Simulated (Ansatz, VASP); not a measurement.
## Two plane-wave programs on Pd

```
Pd
1.0
     0.00000    1.95585    1.95585
     1.95585    0.00000    1.95585
     1.95585    1.95585    0.00000
Pd
1
Cartesian
  0.0000 0.0000 0.0000
```

Alike in both runs: functional r2SCAN; k mesh 14 × 14 × 14; occupations fermi-dirac, width 0.1 eV; no spin polarisation.

Ansatz relaxed the structure, and its values are those at the end. VASP's run is a single point on that final structure, the one shown.

```csv
,VASP,Ansatz
version,VASP 6.6.1,Ansatz 0.2.0
potentials or method,"VASP PAW PBE potentials, release 64 (Pd), cutoff 520 eV","plane waves (500 eV) with PAW, scalar-relativistic"
valence electrons in the cell,10,18
```

Ansatz gave:

| Property | Result |
| --- | --- |
| pressure (GPa) | 0.0 |

Question: Estimate VASP's values.

Answer: Pressure (GPa): 0.7.

VASP's potentials were made for PBE, not for r2SCAN. VASP's potentials hold 10 valence electrons a cell and Ansatz's 18, so a difference there can come from the potentials and not from the codes.
